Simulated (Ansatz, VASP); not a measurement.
**One calculation of Ga, two programs**

```xyz
1
Lattice="-1.3514 1.3514 2.2290 1.3514 -1.3514 2.2290 1.4567 1.4567 -2.2290" Properties=species:S:1:pos:R:3 pbc="T T T"
Ga    0.0000    0.0000    0.0000
```

Change from the starting cell: strain +0.0750 x Voigt [0, 0, 0, 0, 0, 1], atoms carried along.

Alike in both runs: task single point; functional r2SCAN; k mesh 24 × 24 × 24; occupations gaussian, width 0.15 eV; no spin polarisation.

|  | VASP | Ansatz |
| --- | --- | --- |
| version | VASP 6.6.1 | Ansatz 0.2.0 |
| potentials or method | VASP PAW PBE potentials, release 64 (Ga_d), cutoff 520 eV | scalar-relativistic, plane waves, PAW |
| valence electrons in the cell | 13 | 13 |

```tsv
	VASP	Ansatz	Ansatz less VASP
gap on the k mesh at the Fermi level (eV)	none	none	-
pressure (GPa)	1.0	1.0	-0.01
traceless stress, the component that is largest in VASP (GPa)	-1.06	-1.05	+0.006
```

VASP's potentials were made for PBE, not for r2SCAN. A gap of «none» marks a metal or a gap that the smearing closes. With one functional, cell and mesh, what is left measures potentials, basis and numerics.
